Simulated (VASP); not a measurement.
# HfCo (Pm-3m) in VASP: notebook

HfCo is run at these levels: LDA; tasks: single point, relaxation of volume and atoms at fixed shape.

Program: VASP 6.6.1. These are calculated values, not measurements. Logs are shortened: lines on timing, memory, paths and dates and some standing lists are left out, and cuts for length are marked.

## (1) The cell of the first run

Symmetry: Pm-3m, No. 221, cubic system. The conventional cell has a = 3.076 Å, b = 3.076 Å, c = 3.076 Å, α = 90.00°, β = 90.00°, γ = 90.00°. Within 3.5 Å of Hf (site symmetry m-3m) lie 8 Co at 2.66 Å and 6 Hf at 3.08 Å. Within 3.5 Å of Co (site symmetry m-3m) lie 8 Hf at 2.66 Å and 6 Co at 3.08 Å.

## (2) Single point, LDA, collinear spin, ferromagnetic start

Input file INCAR:

```
PREC = Accurate
ENCUT = 600
EDIFF = 1E-6
ISMEAR = -1
SIGMA = 0.05
LREAL = F
LASPH = T
NELM = 200
ALGO = Normal
ISIF = 2
LWAVE = F
LCHARG = F
ISPIN = 2
MAGMOM = 0 2.5
LORBIT = 11
LMAXMIX = 4
GGA = CA
NBANDS = 20
GGA_COMPAT = F
```

Input file KPOINTS:

```
regular mesh
0
Gamma
  8 8 8
```

Input file POSCAR:

```
HfCo
1.0
    3.0755032603      0.0000000000      0.0000000000
    0.0000000000      3.0755032603      0.0000000000
    0.0000000000      0.0000000000      3.0755032603
Hf Co
1 1
Direct
    0.5000000000      0.5000000000      0.5000000000
    0.0000000000      0.0000000000      0.0000000000
```

Potentials or basis: VASP PAW LDA potentials, release 64 (Hf_pv, Co).

Command:

```bash
> cat potpaw_LDA.64/Hf_pv/POTCAR potpaw_LDA.64/Co/POTCAR > POTCAR
> mpirun -np 1 vasp_std > vasp.out
```

OUTCAR:

```text
PREC = Accurate
   ENCUT = 600
   EDIFF = 1E-6
   ISMEAR = -1
   LREAL = F
   LASPH = T
   NELM = 200
   ISIF = 2
   ISPIN = 2
   LORBIT = 11
   GGA = CA

 ion  position               nearest neighbor table
   1  0.500  0.500  0.500-   2 2.66   2 2.66   2 2.66   2 2.66   2 2.66   2 2.66   2 2.66   2 2.66

   2  0.000  0.000  0.000-   1 2.66   1 2.66   1 2.66   1 2.66   1 2.66   1 2.66   1 2.66   1 2.66

  LATTYP: Found a simple cubic cell.
 ALAT       =     3.0755032603

  Lattice vectors:

 A1 = (   3.0755032603,   0.0000000000,   0.0000000000)
 A2 = (   0.0000000000,   3.0755032603,   0.0000000000)
 A3 = (   0.0000000000,   0.0000000000,   3.0755032603)

Analysis of symmetry for initial positions (statically):
=====================================================================
 Subroutine PRICEL returns:
 Original cell was already a primitive cell.

 Routine SETGRP: Setting up the symmetry group for a
 simple cubic supercell.

 Subroutine GETGRP returns: Found 48 space group operations
 (whereof 48 operations were pure point group operations)
 out of a pool of 48 trial point group operations.

The static configuration has the point symmetry O_h .

Analysis of symmetry for dynamics (positions and initial velocities):
=====================================================================
 Subroutine PRICEL returns:
 Original cell was already a primitive cell.

 Routine SETGRP: Setting up the symmetry group for a
 simple cubic supercell.

 Subroutine GETGRP returns: Found 48 space group operations
 (whereof 48 operations were pure point group operations)
 out of a pool of 48 trial point group operations.

The dynamic configuration has the point symmetry O_h .

Analysis of structural, dynamic, and magnetic symmetry:
=====================================================================
 Subroutine PRICEL returns:
 Original cell was already a primitive cell.

 Routine SETGRP: Setting up the symmetry group for a
 simple cubic supercell.

 Subroutine GETGRP returns: Found 48 space group operations
 (whereof 48 operations were pure point group operations)
 out of a pool of 48 trial point group operations.

The overall configuration has the point symmetry O_h .

 Subroutine INISYM returns: Found 48 space group operations
 (whereof 48 operations are pure point group operations),
 and found     1 'primitive' translations

----------------------------------------------------------------------------------------

                                     Primitive cell

  volume of cell :      29.0903

  direct lattice vectors                    reciprocal lattice vectors
     3.075503260  0.000000000  0.000000000     0.325150037  0.000000000  0.000000000
     0.000000000  3.075503260  0.000000000     0.000000000  0.325150037  0.000000000
     0.000000000  0.000000000  3.075503260     0.000000000  0.000000000  0.325150037

  length of vectors
     3.075503260  3.075503260  3.075503260     0.325150037  0.325150037  0.325150037

  position of ions in fractional coordinates (direct lattice)
     0.500000000  0.500000000  0.500000000
     0.000000000  0.000000000  0.000000000

  ion indices of the primitive-cell ions
   primitive index   ion index
                 1           1
                 2           2

----------------------------------------------------------------------------------------

 KPOINTS: regular mesh

Automatic generation of k-mesh.
 Grid dimensions read from file:
 generate k-points for:    8    8    8

 Generating k-lattice:

  Cartesian coordinates                     Fractional coordinates (reciprocal lattice)
     0.040643755  0.000000000  0.000000000     0.125000000  0.000000000  0.000000000
     0.000000000  0.040643755  0.000000000     0.000000000  0.125000000  0.000000000
     0.000000000  0.000000000  0.040643755     0.000000000  0.000000000  0.125000000

  Length of vectors
     0.040643755  0.040643755  0.040643755

  Shift w.r.t. Gamma in fractional coordinates (k-lattice)
     0.000000000  0.000000000  0.000000000

 Subroutine IBZKPT returns following result:
 ===========================================

 Found     35 irreducible k-points:

 Following reciprocal coordinates:
            Coordinates               Weight
  0.000000  0.000000  0.000000      1.000000
  0.125000  0.000000  0.000000      6.000000
  0.250000  0.000000  0.000000      6.000000
  0.375000  0.000000  0.000000      6.000000
  0.500000  0.000000  0.000000      3.000000
  0.125000  0.125000  0.000000     12.000000
[... 16 lines left out ...]
  0.375000  0.375000  0.125000     24.000000
  0.500000  0.375000  0.125000     24.000000
 [... further k-points ...]
   k-points           NKPTS =     35   k-points in BZ     NKDIM =     35   number of bands    NBANDS=     20
   number of dos      NEDOS =    301   number of ions     NIONS =      2
   total plane-waves  NPLWV =  21952
   dimension x,y,z NGX =    28 NGY =   28 NGZ =   28
   dimension x,y,z NGXF=    56 NGYF=   56 NGZF=   56
   ions per type =               1   1
   NGX,Y,Z   is equivalent  to a cutoff of  15.14, 15.14, 15.14 a.u.
   NGXF,Y,Z  is equivalent  to a cutoff of  30.27, 30.27, 30.27 a.u.
 SYSTEM =  unknown system
   PREC   = accura    normal or accurate (medium, high low for compatibility)
   ISTART =      0    job   : 0-new  1-cont  2-samecut
   ICHARG =      2    charge: 1-file 2-atom 10-const
   ISPIN  =      2    spin polarized calculation?
   LNONCOLLINEAR =      F non collinear calculations
   LSORBIT =      F    spin-orbit coupling
   LASPH  =      T    aspherical Exc in radial PAW
   ENCUT  =  600.0 eV  44.10 Ry    6.64 a.u.   6.14  6.14  6.14*2*pi/ulx,y,z
   NELM   =    200;   NELMIN=  2; NELMDL= -5     # of ELM steps
   EDIFF  = 0.1E-05   stopping-criterion for ELM
   LREAL  =      F    real-space projection
   EDIFFG = 0.1E-04   stopping-criterion for IOM
   NSW    =      0    number of steps for IOM
   IBRION =     -1    ionic relax: 0-MD 1-quasi-New 2-CG
   NFREE  =      0    steps in history (QN), initial steepest desc. (CG)
   ISIF   =      2    stress and relaxation
   ISYM   =      2    0-nonsym 1-usesym 2-fastsym
   POTIM  = 0.5000    time-step for ionic-motion
   TEBEG  =    0.0;   TEEND  =   0.0 temperature during run
   PSTRESS=    0.0 pullay stress
   NELECT =      19.0000    total number of electrons
   NUPDOWN=      -1.0000    fix difference up-down
   EMIN   =  10.00;   EMAX   =-10.00  energy-range for DOS
   EFERMI =   0.00;   METHOD = LEGACY
   ISMEAR =    -1;   SIGMA  =   0.05  broadening in eV -4-tet -1-fermi 0-gaus
   EFERMI_NEDOS =   21; number of points for ismear=-14 and -15
   IALGO  =     38    algorithm
   IMIX   =      4    mixing-type and parameters
     AMIX     =   0.40;   BMIX     =  1.00
     AMIX_MAG =   1.60;   BMIX_MAG =  1.00
  volume/ion in A,a.u.               =      14.55        98.16
  Fermi-wavevector in a.u.,A,eV,Ry     =   1.420397  2.684162 27.450142  2.017529
  Thomas-Fermi vector in A             =   2.541317
   LORBIT       =     11    0 simple, 1 ext, 2 COOP (PROOUT), +10 PAW based schemes
   GGA     = CA    functional components
   LHFCALC =     F    Hartree Fock is set to
   AEXX    =    0.0000 exact exchange contribution
   IVDW    =     0    specifies the selected vdW correction
   LEPSILON=     F    determine dielectric tensor
   LRPA    =     F    only Hartree local field effects (RPA)
 spin polarized calculation
  energy-cutoff  :      600.00
  volume of cell :       29.09
 maximum number of plane-waves:       992
 NGX is ok and might be reduce to    28
   NGX = 13   NGY = 13   NGZ = 13

 number of electron      19.0000002 magnetization      -0.0009209

 number of electron      19.0000002 magnetization       0.0002184

 Free energy of the ion-electron system (eV)
  ---------------------------------------------------
  ext. energy  EPLUGINS =         0.00000000
  ---------------------------------------------------
  free energy    TOTEN  =       -19.73100531 eV

  energy without entropy =      -19.71257294  energy(sigma->0) =      -19.72178912

 E-fermi :   7.8665     XC(G=0): -12.9235

 val. band max:        7.8526593872   @ k =   0.3750   0.1250   0.0000
 cond. band min:       7.8766745850   @ k =   0.5000   0.3750   0.0000
 fundamental gap:      0.0240151978
 Fermi energy:         7.8665431402

 spin component 1

 k-point     1 :       0.0000    0.0000    0.0000
  band No.  band energies     occupation
      1     -22.2535      1.00000
      2     -22.2535      1.00000
      3     -22.2535      1.00000
      4      -0.6308      1.00000
      5       3.6449      1.00000
      6       3.6449      1.00000
[... 12 lines left out ...]
     19      24.9501      0.00000
     20      25.9096      0.00000

 k-point     2 :       0.1250    0.0000    0.0000
  band No.  band energies     occupation
      1     -22.3508      1.00000
      2     -22.2464      1.00000
      3     -22.2464      1.00000
      4      -0.2699      1.00000
      5       3.8054      1.00000
      6       3.8563      1.00000
[... 12 lines left out ...]
     19      23.4996      0.00000
     20      25.2990      0.00000

 k-point     3 :       0.2500    0.0000    0.0000
  band No.  band energies     occupation
      1     -22.5791      1.00000
      2     -22.2292      1.00000
      3     -22.2292      1.00000
      4       0.7113      1.00000
      5       4.2644      1.00000
      6       4.3168      1.00000
[... 12 lines left out ...]
     19      21.6827      0.00000
     20      24.9743      0.00000

 k-point     4 :       0.3750    0.0000    0.0000
  band No.  band energies     occupation
      1     -22.7986      1.00000
      2     -22.2120      1.00000
      3     -22.2120      1.00000
      4       2.0457      1.00000
      5       4.5260      1.00000
      6       4.9274      1.00000
[... 429 lines left out ...]
 k-point    23 :       0.3750    0.3750    0.1250
  band No.  band energies     occupation
      1     -22.7153      1.00000
      2     -22.7030      1.00000
      3     -22.2507      1.00000
      4       3.2499      1.00000
      5       4.0691      1.00000
      6       5.3935      1.00000
[... 12 lines left out ...]
     19      21.9143      0.00000
     20      23.6167      0.00000

 k-point    24 :       0.5000    0.3750    0.1250
  band No.  band energies     occupation
      1     -22.7918      1.00000
      2     -22.6960      1.00000
      3     -22.2418      1.00000
      4       3.2134      1.00000
      5       3.9920      1.00000
      6       5.3549      1.00000
[... 12 lines left out ...]
     19      21.7857      0.00000
     20      23.2556      0.00000

 [... further k-points ...]

 spin component 2

 k-point     1 :       0.0000    0.0000    0.0000
  band No.  band energies     occupation
      1     -22.2534      1.00000
      2     -22.2534      1.00000
      3     -22.2534      1.00000
      4      -0.6307      1.00000
      5       3.6451      1.00000
      6       3.6451      1.00000
[... 12 lines left out ...]
     19      24.9502      0.00000
     20      25.9097      0.00000

 k-point     2 :       0.1250    0.0000    0.0000
  band No.  band energies     occupation
      1     -22.3508      1.00000
      2     -22.2463      1.00000
      3     -22.2463      1.00000
      4      -0.2699      1.00000
      5       3.8055      1.00000
      6       3.8564      1.00000
[... 12 lines left out ...]
     19      23.4996      0.00000
     20      25.2991      0.00000

 k-point     3 :       0.2500    0.0000    0.0000
  band No.  band energies     occupation
      1     -22.5790      1.00000
      2     -22.2292      1.00000
      3     -22.2292      1.00000
      4       0.7114      1.00000
      5       4.2645      1.00000
      6       4.3169      1.00000
[... 12 lines left out ...]
     19      21.6827      0.00000
     20      24.9744      0.00000

 k-point     4 :       0.3750    0.0000    0.0000
  band No.  band energies     occupation
      1     -22.7985      1.00000
      2     -22.2119      1.00000
      3     -22.2119      1.00000
      4       2.0457      1.00000
      5       4.5261      1.00000
      6       4.9276      1.00000
[... 429 lines left out ...]
 k-point    23 :       0.3750    0.3750    0.1250
  band No.  band energies     occupation
      1     -22.7153      1.00000
      2     -22.7029      1.00000
      3     -22.2506      1.00000
      4       3.2500      1.00000
      5       4.0692      1.00000
      6       5.3937      1.00000
[... 12 lines left out ...]
     19      21.9144      0.00000
     20      23.6168      0.00000

 k-point    24 :       0.5000    0.3750    0.1250
  band No.  band energies     occupation
      1     -22.7918      1.00000
      2     -22.6960      1.00000
      3     -22.2417      1.00000
      4       3.2134      1.00000
      5       3.9921      1.00000
      6       5.3551      1.00000
[... 12 lines left out ...]
     19      21.7858      0.00000
     20      23.2557      0.00000

 [... further k-points ...]

------------------------ aborting loop because EDIFF is reached ----------------------------------------

  FORCE on cell =-STRESS in cart. coord.  units (eV):
  Direction    XX          YY          ZZ          XY          YZ          ZX
  --------------------------------------------------------------------------------------
  -------------------------------------------------------------------------------------
  Total       -0.0999920     -0.0999920     -0.0999920      0.0000000     -0.0000000      0.0000000
  in kB       -5.5071534     -5.5071534     -5.5071534      0.0000000     -0.0000000      0.0000000
  external PRESSURE =      -5.5071534 kB  Pullay stress =       0.0000000 kB

 VOLUME and BASIS-vectors are now :
 -----------------------------------------------------------------------------
  energy-cutoff  :      600.00
  volume of cell :       29.09
      direct lattice vectors                 reciprocal lattice vectors
     3.075503260  0.000000000  0.000000000     0.325150037  0.000000000  0.000000000
     0.000000000  3.075503260  0.000000000     0.000000000  0.325150037  0.000000000
     0.000000000  0.000000000  3.075503260     0.000000000  0.000000000  0.325150037

 POSITION                                       TOTAL-FORCE (eV/Angst)
 -----------------------------------------------------------------------------------
      1.53775      1.53775      1.53775         0.000000      0.000000      0.000000
      0.00000      0.00000      0.00000         0.000000      0.000000      0.000000
 -----------------------------------------------------------------------------------
    total drift:                               -0.000000      0.000000      0.000000

  FREE ENERGIE OF THE ION-ELECTRON SYSTEM (eV)
  ---------------------------------------------------
  free  energy   TOTEN  =       -19.7310053109 eV

  energy  without entropy=      -19.7125729366  energy(sigma->0) =      -19.72178912

 total charge

# of ion       s       p       d       tot
------------------------------------------
    1        0.418   6.552   1.691   8.660
    2        0.545   0.440   7.451   8.436
--------------------------------------------------
tot          0.963   6.992   9.141  17.096

 magnetization (x)

# of ion       s       p       d       tot
------------------------------------------
    1       -0.000  -0.000   0.000   0.000
    2        0.000   0.000   0.000   0.000
--------------------------------------------------
tot          0.000   0.000   0.000   0.000
```

It took 49 s on 1 thread of Intel Xeon Platinum 8259CL at 2.50GHz (Skylake/Cascade Lake), shared host; peak memory 0.18 GiB.

Results:

| Property | Result |
| --- | --- |
| Free energy | -19.7310 eV |
| Pressure | -0.6 GPa |
| Net moment | 0.00 μB per cell |
| Valence electrons inside the program's atomic spheres | Hf 8.66; Co 8.44 |

Caveat: spin-orbit coupling is left out, which moves the levels of the heavy elements.

## (3) Relaxation of volume and atoms at fixed shape, LDA, collinear spin, ferromagnetic start

This run uses another cell than the first one, of 15.84 Å³/atom.

Input file INCAR:

```
PREC = Accurate
ENCUT = 600
EDIFF = 1E-7
ISMEAR = -1
SIGMA = 0.05
LREAL = False
LASPH = True
NELM = 200
ALGO = Normal
ISIF = 8
LWAVE = False
LCHARG = False
ISPIN = 2
MAGMOM = 0 2.5
LORBIT = 11
LMAXMIX = 4
GGA = CA
IBRION = 2
NSW = 80
EDIFFG = -0.02
GGA_COMPAT = False
NELMIN = 4
```

Input file KPOINTS:

```
Automatic mesh
0
Gamma
  8 8 8
```

Input file POSCAR:

```
HfCo
1.0
    3.1640000000      0.0000000000      0.0000000000
    0.0000000000      3.1640000000      0.0000000000
    0.0000000000      0.0000000000      3.1640000000
Hf Co
1 1
Direct
    0.5000000000      0.5000000000      0.5000000000
    0.0000000000      0.0000000000      0.0000000000
```

Potentials or basis: VASP PAW LDA potentials, release 64 (Hf_pv, Co).

Command:

```bash
> cat potpaw_LDA.64/Hf_pv/POTCAR potpaw_LDA.64/Co/POTCAR > POTCAR
> mpirun -np 1 vasp_std > vasp.out
```

Wall time 1.8 min (1 thread of Intel Xeon Platinum 8259CL at 2.50GHz (Skylake/Cascade Lake), shared host); peak memory 0.18 GiB.

It converged, with:

| Quantity | Value |
| --- | --- |
| Free energy | -19.7320 eV |
| Relaxed volume | 14.50 Å³/atom |
| Relaxed cell | a = 3.072 Å, b = 3.072 Å, c = 3.072 Å, α = 90.00°, β = 90.00°, γ = 90.00° |
| Space group after relaxing (to 0.1 Å) | Pm-3m (No. 221) |
| Energy gained by relaxing | 64.0 meV/atom |
| Ionic steps | 4 |
| Pressure after relaxing | -0.1 GPa |
| Net moment | 0.00 μB per cell |
| Valence electrons inside the program's atomic spheres | Hf 8.67; Co 8.44 |

The path:
| step | energy change (eV) | largest force (eV/Å) | pressure (GPa) | volume (Å³) |
| --- | --- | --- | --- | --- |
| 1 | 0.0000 | 0.0000 | -14.19 | 31.67 |
| 2 | 0.1489 | 0.0000 | 29.71 | 25.67 |
| 3 | -0.1278 | 0.0000 | -0.47 | 29.06 |
| 4 | -0.1280 | 0.0000 | -0.09 | 29.00 |

Final structure:
```
Hf Co
1.0
     3.07238    0.00000    0.00000
     0.00000    3.07238    0.00000
     0.00000    0.00000    3.07238
Hf Co
1 1
Direct
  0.50000 0.50000 0.50000
  0.00000 0.00000 0.00000
```

Levels at points of the mesh, in eV from the Fermi level:
Spin up:
| k point | band 6 | band 7 | band 8 | band 9 | band 10 | band 11 | band 12 | band 13 |
| --- | --- | --- | --- | --- | --- | --- | --- | --- |
| (0.00, 0.00, 0.00) | -4.24 | -1.57 | -1.57 | -1.57 | 1.09 | 1.09 | 5.66 | 5.66 |
| (0.50, 0.00, 0.00) | -2.49 | -1.57 | -1.57 | -1.19 | -0.96 | -0.10 | 1.43 | 1.43 |
| (0.50, 0.50, 0.00) | -2.58 | -2.58 | -0.77 | -0.36 | 1.04 | 1.04 | 1.73 | 4.49 |
| (0.50, 0.50, 0.50) | -2.78 | -2.16 | -2.16 | -2.16 | -0.74 | -0.74 | 5.19 | 7.33 |
Spin down:
| k point | band 5 | band 6 | band 7 | band 8 | band 9 | band 10 | band 11 | band 12 | band 13 | band 14 |
| --- | --- | --- | --- | --- | --- | --- | --- | --- | --- | --- |
| (0.00, 0.00, 0.00) | -4.24 | -4.24 | -1.57 | -1.57 | -1.57 | 1.09 | 1.09 | 5.66 | 5.66 | 5.66 |
| (0.50, 0.00, 0.00) | -3.64 | -2.49 | -1.57 | -1.57 | -1.19 | -0.96 | -0.10 | 1.43 | 1.43 | 5.11 |
| (0.50, 0.50, 0.00) | -4.27 | -2.58 | -2.58 | -0.77 | -0.36 | 1.04 | 1.04 | 1.73 | 4.49 | 4.49 |
| (0.50, 0.50, 0.50) | -2.78 | -2.78 | -2.16 | -2.16 | -2.16 | -0.74 | -0.74 | 5.19 | 7.33 | 8.85 |

Caveat: spin-orbit coupling is left out, which moves the levels of the heavy elements.
